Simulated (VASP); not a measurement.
Write the native input for VASP 6.6.1 that does the following.

```
Task                   : relaxation of shape and atoms at fixed volume
Functional             : PBEsol
Potentials or basis    : VASP PAW PBE potentials, release 64 (Ti_sv, O)
Cutoff                 : 600 eV
k mesh                 : 18 × 18 × 16
Occupations            : gaussian, width 0.1 eV
Spin                   : no spin polarisation
Dipole correction      : no
Further INCAR settings : ALGO = Normal; EDIFF = 1e-06; IBRION = 2; EDIFFG = -0.01; NSW = 50; ISIF = 4
```

The structure of TiO lies in POSCAR:

```
TiO
1.0
    2.6656563413      0.0000000000      0.0000000000
   -1.3328281706      2.3085261093      0.0000000000
    0.0000000000      0.0000000000      2.6913740335
Ti O
1 1
Direct
    0.6666666667      0.3333333333      0.0000000000
    0.0000000000      0.0000000000      0.5000000000
```

This cell differs from its parent crystal: volume scaled by 0.88.

One way to write it, as run:

INCAR

```
ALGO = Normal ; EDIFF = 1E-6
EDIFFG = -0.01 ; ENCUT = 600
GGA = PS ; IBRION = 2
ISIF = 4 ; ISMEAR = 0
LASPH = True ; LCHARG = False
LREAL = False ; LWAVE = False
NELM = 80 ; NSW = 50
PREC = Accurate ; SIGMA = 0.1
```

KPOINTS

```
k-points
0
Gamma
  18 18 16
```

Potentials or basis: VASP PAW PBE potentials, release 64 (Ti_sv, O).

Run with:

```bash
$ cat potpaw_PBE.64/Ti_sv/POTCAR potpaw_PBE.64/O/POTCAR > POTCAR
$ mpirun -np 1 vasp_std > vasp.out
```

It gave:

| Property | Result |
| --- | --- |
| Energy gained by relaxing | 0.2 meV/atom |
| Ionic steps | 3 |
| Pressure after relaxing | 44.1 GPa |
| Band gap on the k mesh | zero (band 9 reaches 13.56 eV, above the bottom of band 10 at 13.46 eV) |

Caveat: the PAW data sets were made with another functional, which shifts forces and pressure a little; semilocal functionals often make such compounds metallic where correlation or magnetic order opens a gap, which also shifts bond lengths.

Run time: 65 s on 1 thread of Intel(R) Xeon(R) 6975P-C (Granite Rapids), with other jobs on the host, peak memory 0.22 GiB.
